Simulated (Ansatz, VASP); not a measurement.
**One calculation of InGa3As4, two programs**

POSCAR

```
InGa3As4
1.0
    4.0799044233      0.0000000000      0.0000000000
    0.0000000000      4.0799044233      0.0000000000
    0.0000000000      0.0000000000     11.5876096393
Ga As In
3 4 1
Direct
    0.0000000000      0.0000000000      0.7593578769
    0.5000000000      0.5000000000      0.0000000000
    0.0000000000      0.0000000000      0.2406421231
    0.0000000000      0.5000000000      0.8797599882
    0.5000000000      0.0000000000      0.1202400118
    0.0000000000      0.5000000000      0.3597937564
    0.5000000000      0.0000000000      0.6402062436
    0.5000000000      0.5000000000      0.5000000000
```

INCAR.step1

```
PREC = Accurate
ENCUT = 520
ISMEAR = -1
SIGMA = 0.02
LREAL = False
LASPH = True
NELM = 60
NBANDS = 46
GGA = PE
ALGO = Normal
EDIFF = 1E-4
LWAVE = True
LCHARG = False
```

The input INCAR.step2:

```
PREC = Accurate
ENCUT = 520
EDIFF = 1E-7
ISMEAR = -1
SIGMA = 0.02
LREAL = False
LASPH = True
NELM = 60
ALGO = Normal
ISIF = 2
LWAVE = False
LCHARG = False
METAGGA = R2SCAN
LMIXTAU = True
NBANDS = 46
ISTART = 1
```

File KPOINTS:

```
Automatic mesh
0
Gamma
  6 6 2
```

Input for Ansatz:

```yaml
crystal:
  lattice:
    - [4.0799044233, 0.0, 0.0]
    - [0.0, 4.0799044233, 0.0]
    - [0.0, 0.0, 11.5876096393]
  atoms:
    - { symbol: Ga, position: [0.0, 0.0, 0.7593578769] }
    - { symbol: As, position: [0.0, 0.5, 0.8797599882] }
    - { symbol: Ga, position: [0.5, 0.5, 0.0] }
    - { symbol: As, position: [0.5, 0.0, 0.1202400118] }
    - { symbol: Ga, position: [0.0, 0.0, 0.2406421231] }
    - { symbol: As, position: [0.0, 0.5, 0.3597937564] }
    - { symbol: In, position: [0.5, 0.5, 0.5] }
    - { symbol: As, position: [0.5, 0.0, 0.6402062436] }
kpoints:
  mp_grid: { grid: [6, 6, 2] }
  band_path:
    path:
      - [0.0, 0.0, 0.0]
      - [0.0, 0.5, 0.0]
      - [0.5, 0.5, 0.0]
      - [0.0, 0.0, 0.5]
      - [0.0, 0.5, 0.5]
      - [0.5, 0.5, 0.5]
    npoints: 1
hamiltonian:
  xc: r2scan
scf:
  occupations: { method: fermi_dirac, width: 0.02 }
  n_extra_bands: 6
output:
  forces: true
  stress: true
  eigenvalues: true
```

Alike in both runs: task single point; functional r2SCAN; k mesh 6 × 6 × 2; occupations fermi-dirac, width 0.02 eV; no spin polarisation.

|  | VASP | Ansatz |
| --- | --- | --- |
| version | VASP 6.6.1 | Ansatz 0.2.0 |
| potentials or method | VASP PAW PBE potentials, release 64 (Ga_d, As, In_d) | plane waves, PAW |
| plane-wave cutoff (eV) | 520 | 500 |
| valence electrons in the cell | 72 | 112 |

|  | VASP | Ansatz | Ansatz less VASP |
| --- | --- | --- | --- |
| pressure (GPa) | 0.1 | 0.0 | -0.08 |

VASP's potentials were made for PBE, not for r2SCAN. VASP's potentials hold 72 valence electrons a cell and Ansatz's 112, so a difference there can come from the potentials and not from the codes.
